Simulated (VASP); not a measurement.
# MgO in VASP: single point with LDA

Aim: the single point of MgO with LDA.

All numbers are computed with VASP 6.6.1; they aren't measurements. Logs are shortened: lines on timing, memory, paths and dates and some standing lists are left out, and cuts for length are marked.

## Step 1: The cell of the first run

The cell holds a slab with vacuum, 24 atoms: a = 6.101 Å, b = 6.101 Å, c = 19.227 Å, α = 90.00°, β = 90.00°, γ = 60.00°.

## Step 2: Single point, LDA

The input, INCAR:

```
SYSTEM = MgO
ALGO = Normal
EDIFF = 1E-6
ENCUT = 620
GGA = CA
GGA_COMPAT = .False.
ISIF = 2
ISMEAR = -1
LASPH = .True.
LCHARG = .True.
LELF = .True.
LREAL = Auto
LVHAR = .True.
LWAVE = .False.
NBANDS = 114
NELM = 120
NELMDL = -8
PREC = Accurate
SIGMA = 0.02
```

The input, KPOINTS:

```
k-points
0
Gamma
  2 2 1
  0 0 0
```

The input, POSCAR:

```
MgO
1.0
    6.1010590000      0.0000000000      0.0000000000
    3.0505290000      5.2836720000      0.0000000000
    0.0000000000      0.0000000000     19.2268670000
Mg O
12 12
Direct
    0.0000000000      0.0000000000      0.0520105538
    0.0000092254      0.4999931866      0.0520105538
    0.4999951648      0.0000000000      0.0520105538
    0.5000043902      0.4999931866      0.0520105538
    0.6883619796      0.6636104588      0.1836908738
    0.6211947742      0.1875589552      0.1907643091
    0.1008735124      0.7257642034      0.1866970838
    0.0791341665      0.1967192513      0.2268856387
    0.2828016986      0.4135381606      0.3344642682
    0.3922694625      0.7884668087      0.3275884729
    0.8418500528      0.1687652072      0.3764939967
    0.8371370601      0.7211462029      0.3771545307
    0.3333305588      0.8333409038      0.1167844974
    0.3333307966      0.3333287910      0.1167844974
    0.8333257236      0.8333409038      0.1167844974
    0.8333423519      0.3333287910      0.1167844974
    0.9523571430      0.5834767942      0.2460047183
    0.8616043816      0.0497949154      0.2516790697
    0.4228271908      0.5686575548      0.2417970645
    0.4234310547      0.0541290224      0.2383955743
    0.5870877572      0.0616427363      0.3722915439
    0.6196037105      0.5571693322      0.3814922109
    0.0996802460      0.2142070893      0.3452876644
    0.0835002639      0.7918167517      0.3851901612
```

Potentials or basis: VASP PAW LDA potentials, release 64 (Mg_sv, O).

Command:

```console
$ cat potpaw_LDA.64/Mg_sv/POTCAR potpaw_LDA.64/O/POTCAR > POTCAR
$ mpirun -np 1 vasp_std > vasp.out
```

OUTCAR:

```text
SYSTEM = MgO
   EDIFF = 1E-6
   ENCUT = 620
   GGA = CA
   ISIF = 2
   ISMEAR = -1
   LASPH = .True.
   LREAL = Auto
   NELM = 120
   NELMDL = -8
   PREC = Accurate

 ion  position               nearest neighbor table
   1  0.000  0.000  0.052-
   2  0.000  0.500  0.052-
   3  0.500  0.000  0.052-
   4  0.500  0.500  0.052-
   5  0.688  0.664  0.184-  17 1.87  15 2.10
   6  0.621  0.188  0.191-  18 1.73  20 1.98  14 2.08
   7  0.101  0.726  0.187-  17 1.91  15 1.96  19 2.00
   8  0.079  0.197  0.227-  20 1.84  18 2.00  17 2.12
   9  0.283  0.414  0.334-  23 2.03
  10  0.392  0.788  0.328-  22 1.74  19 2.07
  11  0.842  0.169  0.376-  23 1.83  21 1.97  24 2.02  22 2.06
  12  0.837  0.721  0.377-  24 1.77  21 1.87  22 2.02
  13  0.333  0.833  0.117-
  14  0.333  0.333  0.117-   6 2.08
  15  0.833  0.833  0.117-   7 1.96   5 2.10
  16  0.833  0.333  0.117-
  17  0.952  0.583  0.246-   5 1.87   7 1.91   8 2.12
  18  0.862  0.050  0.252-   6 1.73   8 2.00
  19  0.423  0.569  0.242-   7 2.00  10 2.07
  20  0.423  0.054  0.238-   8 1.84   6 1.98
  21  0.587  0.062  0.372-  12 1.87  11 1.97
  22  0.620  0.557  0.381-  10 1.74  12 2.02  11 2.06
  23  0.100  0.214  0.345-  11 1.83   9 2.03
  24  0.084  0.792  0.385-  12 1.77  11 2.02

  LATTYP: Found a hexagonal cell.
 ALAT       =     6.1010586773
 C/A-ratio  =     3.1513984731

  Lattice vectors:

 A1 = (  -3.0505290000,  -5.2836720000,   0.0000000000)
 A2 = (   6.1010590000,   0.0000000000,   0.0000000000)
 A3 = (   0.0000000000,   0.0000000000,  19.2268670000)

Analysis of symmetry for initial positions (statically):
=====================================================================
 Subroutine PRICEL returns:
 Original cell was already a primitive cell.

 Routine SETGRP: Setting up the symmetry group for a
 hexagonal supercell.

 Subroutine GETGRP returns: Found  1 space group operations
 (whereof  1 operations were pure point group operations)
 out of a pool of 24 trial point group operations.

The static configuration has the point symmetry C_1 .

Analysis of symmetry for dynamics (positions and initial velocities):
=====================================================================
 Subroutine PRICEL returns:
 Original cell was already a primitive cell.

 Routine SETGRP: Setting up the symmetry group for a
 hexagonal supercell.

 Subroutine GETGRP returns: Found  1 space group operations
 (whereof  1 operations were pure point group operations)
 out of a pool of 24 trial point group operations.

The dynamic configuration has the point symmetry C_1 .

 Subroutine INISYM returns: Found  1 space group operations
 (whereof  1 operations are pure point group operations),
 and found     1 'primitive' translations

----------------------------------------------------------------------------------------

                                     Primitive cell

  volume of cell :     619.7972

  direct lattice vectors                    reciprocal lattice vectors
     6.101059000  0.000000000  0.000000000     0.163905971 -0.094631143  0.000000000
     3.050529000  5.283672000  0.000000000     0.000000000  0.189262316  0.000000000
     0.000000000  0.000000000 19.226867000     0.000000000  0.000000000  0.052010554

  length of vectors
     6.101059000  6.101058677 19.226867000     0.189262306  0.189262316  0.052010554

  position of ions in fractional coordinates (direct lattice)
     0.000000000  0.000000000  0.052010554
     0.000009225  0.499993187  0.052010554
     0.499995165  0.000000000  0.052010554
     0.500004390  0.499993187  0.052010554
     0.688361980  0.663610459  0.183690874
     0.621194774  0.187558955  0.190764309
[... 16 lines left out ...]
     0.099680246  0.214207089  0.345287664
     0.083500264  0.791816752  0.385190161

  ion indices of the primitive-cell ions
   primitive index   ion index
                 1           1
                 2           2
                 3           3
                 4           4
                 5           5
                 6           6
[... 16 lines left out ...]
                23          23
                24          24

----------------------------------------------------------------------------------------

 KPOINTS: k-points

Automatic generation of k-mesh.
 Grid dimensions read from file:
 generate k-points for:    2    2    1

 Generating k-lattice:

  Cartesian coordinates                     Fractional coordinates (reciprocal lattice)
     0.081952986 -0.047315571  0.000000000     0.500000000  0.000000000  0.000000000
     0.000000000  0.094631158  0.000000000     0.000000000  0.500000000  0.000000000
     0.000000000  0.000000000  0.052010554     0.000000000  0.000000000  1.000000000

  Length of vectors
     0.094631153  0.094631158  0.052010554

  Shift w.r.t. Gamma in fractional coordinates (k-lattice)
     0.000000000  0.000000000  0.000000000

 Subroutine IBZKPT returns following result:
 ===========================================

 Found      4 irreducible k-points:

 Following reciprocal coordinates:
            Coordinates               Weight
  0.000000  0.000000  0.000000      1.000000
  0.500000  0.000000  0.000000      1.000000
  0.500000  0.500000  0.000000      1.000000
  0.000000  0.500000  0.000000      1.000000
   k-points           NKPTS =      4   k-points in BZ     NKDIM =      4   number of bands    NBANDS=    114
   number of dos      NEDOS =    301   number of ions     NIONS =     24
   total plane-waves  NPLWV = 400000
   dimension x,y,z NGX =    50 NGY =   50 NGZ =  160
   dimension x,y,z NGXF=   100 NGYF=  100 NGZF=  320
   ions per type =              12  12
   NGX,Y,Z   is equivalent  to a cutoff of  13.62, 13.62, 13.83 a.u.
   NGXF,Y,Z  is equivalent  to a cutoff of  27.25, 27.25, 27.67 a.u.
 SYSTEM =  MgO
   PREC   = accura    normal or accurate (medium, high low for compatibility)
   ISTART =      0    job   : 0-new  1-cont  2-samecut
   ICHARG =      2    charge: 1-file 2-atom 10-const
   ISPIN  =      1    spin polarized calculation?
   LNONCOLLINEAR =      F non collinear calculations
   LSORBIT =      F    spin-orbit coupling
   LASPH  =      T    aspherical Exc in radial PAW
   ENCUT  =  620.0 eV  45.57 Ry    6.75 a.u.  12.39 12.39 39.04*2*pi/ulx,y,z
   NELM   =    120;   NELMIN=  2; NELMDL= -8     # of ELM steps
   EDIFF  = 0.1E-05   stopping-criterion for ELM
   LREAL  =      T    real-space projection
   EDIFFG = 0.1E-04   stopping-criterion for IOM
   NSW    =      0    number of steps for IOM
   IBRION =     -1    ionic relax: 0-MD 1-quasi-New 2-CG
   NFREE  =      0    steps in history (QN), initial steepest desc. (CG)
   ISIF   =      2    stress and relaxation
   ISYM   =      2    0-nonsym 1-usesym 2-fastsym
   POTIM  = 0.5000    time-step for ionic-motion
   TEBEG  =    0.0;   TEEND  =   0.0 temperature during run
   PSTRESS=    0.0 pullay stress
   NELECT =     192.0000    total number of electrons
   NUPDOWN=      -1.0000    fix difference up-down
   EMIN   =  10.00;   EMAX   =-10.00  energy-range for DOS
   EFERMI =   0.00;   METHOD = LEGACY
   ISMEAR =    -1;   SIGMA  =   0.02  broadening in eV -4-tet -1-fermi 0-gaus
   EFERMI_NEDOS =   21; number of points for ismear=-14 and -15
   IALGO  =     38    algorithm
   IMIX   =      4    mixing-type and parameters
     AMIX     =   0.40;   BMIX     =  1.00
     AMIX_MAG =   1.60;   BMIX_MAG =  1.00
  volume/ion in A,a.u.               =      25.82       174.27
  Fermi-wavevector in a.u.,A,eV,Ry     =   1.107708  2.093265 16.694586  1.227017
  Thomas-Fermi vector in A             =   2.244226
   LORBIT       =      0    0 simple, 1 ext, 2 COOP (PROOUT), +10 PAW based schemes
   GGA     = CA    functional components
   LHFCALC =     F    Hartree Fock is set to
   AEXX    =    0.0000 exact exchange contribution
   IVDW    =     0    specifies the selected vdW correction
   LEPSILON=     F    determine dielectric tensor
   LRPA    =     F    only Hartree local field effects (RPA)
 non-spin polarized calculation
  energy-cutoff  :      620.00
  volume of cell :      619.80
 maximum number of plane-waves:     21739
 NGX is ok and might be reduce to    50
   NGX = 25   NGY = 25   NGZ = 79

 number of electron     191.9999888 magnetization

 Free energy of the ion-electron system (eV)
  ---------------------------------------------------
  ext. energy  EPLUGINS =         0.00000000
  ---------------------------------------------------
  free energy    TOTEN  =      -132.19860771 eV

  energy without entropy =     -132.17043493  energy(sigma->0) =     -132.18452132

 E-fermi :  -2.0634     XC(G=0):  -5.6726

 val. band max:       -2.1123167899   @ k =   0.5000   0.5000   0.0000
 cond. band min:      -2.0615175009   @ k =   0.5000   0.5000   0.0000
 fundamental gap:      0.0507992890
 Fermi energy:        -2.0634068011

 k-point     1 :       0.0000    0.0000    0.0000
  band No.  band energies     occupation
      1     -76.6081      2.00000
      2     -76.5997      2.00000
      3     -76.5711      2.00000
      4     -76.4402      2.00000
      5     -74.6608      2.00000
      6     -74.2968      2.00000
[... 100 lines left out ...]
    107       3.6108      0.00000
    108       4.7103      0.00000

 k-point     2 :       0.5000    0.0000    0.0000
  band No.  band energies     occupation
      1     -76.6079      2.00000
      2     -76.5998      2.00000
      3     -76.5712      2.00000
      4     -76.4402      2.00000
      5     -74.6608      2.00000
      6     -74.2968      2.00000
[... 100 lines left out ...]
    107       4.1557      0.00000
    108       4.3840      0.00000

 k-point     3 :       0.5000    0.5000    0.0000
  band No.  band energies     occupation
      1     -76.6079      2.00000
      2     -76.5999      2.00000
      3     -76.5712      2.00000
      4     -76.4402      2.00000
      5     -74.6608      2.00000
      6     -74.2968      2.00000
[... 100 lines left out ...]
    107       4.1964      0.00000
    108       4.3899      0.00000

 k-point     4 :       0.0000    0.5000    0.0000
  band No.  band energies     occupation
      1     -76.6080      2.00000
      2     -76.5997      2.00000
      3     -76.5712      2.00000
      4     -76.4402      2.00000
      5     -74.6608      2.00000
      6     -74.2968      2.00000
[... 100 lines left out ...]
    107       4.1447      0.00000
    108       4.3736      0.00000
 [bands above 108 left out]

------------------------ aborting loop because EDIFF is reached ----------------------------------------

  FORCE on cell =-STRESS in cart. coord.  units (eV):
  Direction    XX          YY          ZZ          XY          YZ          ZX
  --------------------------------------------------------------------------------------
  -------------------------------------------------------------------------------------
  Total        4.3015292    -11.3539579    -21.9713281     -4.2969442     -9.9713230      7.0162298
  in kB       11.1194641    -29.3500108    -56.7959404    -11.1076120    -25.7758959     18.1369724
  external PRESSURE =     -25.0088290 kB  Pullay stress =       0.0000000 kB

 VOLUME and BASIS-vectors are now :
 -----------------------------------------------------------------------------
  energy-cutoff  :      620.00
  volume of cell :      619.80
      direct lattice vectors                 reciprocal lattice vectors
     6.101059000  0.000000000  0.000000000     0.163905971 -0.094631143  0.000000000
     3.050529000  5.283672000  0.000000000     0.000000000  0.189262316  0.000000000
     0.000000000  0.000000000 19.226867000     0.000000000  0.000000000  0.052010554

 POSITION                                       TOTAL-FORCE (eV/Angst)
 -----------------------------------------------------------------------------------
      0.00000      0.00000      1.00000         0.183207      0.239720      2.357950
      1.52530      2.64180      1.00000         0.105213     -0.339876      2.366933
      3.05050      0.00000      1.00000        -0.229870      0.183059      2.637246
      4.57580      2.64180      1.00000        -0.059064      0.007902      2.521917
      6.22410      3.50630      3.53180        -2.641041      1.292100      0.376666
      4.36210      0.99100      3.66780        -2.826237      2.337197     -1.488793
[... 16 lines left out ...]
      1.26160      1.13180      6.63880         2.143362      1.077838     -0.457592
      2.92490      4.18370      7.40600         2.391755     -1.230056     -0.467304
 -----------------------------------------------------------------------------------
    total drift:                                0.005872     -0.004566      0.022775

  FREE ENERGIE OF THE ION-ELECTRON SYSTEM (eV)
  ---------------------------------------------------
  free  energy   TOTEN  =      -132.1986077125 eV

  energy  without entropy=     -132.1704349278  energy(sigma->0) =     -132.18452132
```

It took 19 min on 1 thread of AMD EPYC 7R13 (Zen 3), shared host; peak memory 0.63 GiB.

What came out:

| Quantity | Value |
| --- | --- |
| Free energy | -132.1986 eV |
| Largest force | 4.307 eV/Å |
| Band gap on the k mesh | zero (bands 96 and 97 overlap by 0.01 eV) |

Forces in eV/Å, atoms in the order of the input:
```
Mg   0.183  0.240  2.358
Mg   0.105 -0.340  2.367
Mg  -0.230  0.183  2.637
Mg  -0.059  0.008  2.522
Mg  -2.641  1.292  0.377
Mg  -2.826  2.337 -1.489
Mg   1.595 -0.699  1.064
Mg  -0.329  1.111  0.697
Mg   0.693 -1.475 -1.054
Mg  -1.500  3.571 -1.885
Mg  -0.963  0.177 -0.432
Mg  -3.337 -1.040 -0.457
O   -0.140 -0.164 -2.536
O    0.186  0.235 -2.965
O   -0.511  0.353 -2.155
O   -0.174  0.298 -1.313
O   -0.155 -1.407  0.950
O    3.760 -1.369  1.030
O    0.518 -0.361  0.264
O    0.514 -1.367 -0.303
O   -0.932  1.281 -0.298
O    1.706 -2.713  1.547
O    2.143  1.078 -0.458
O    2.392 -1.230 -0.467
```

Caveat: the k points lie up to 0.59 Å⁻¹ apart; the atoms stand as in a frame of molecular dynamics; there is no dipole correction, which matters where the two faces differ.

The gap in the log of VASP goes by the Fermi energy; the results here count the filled bands.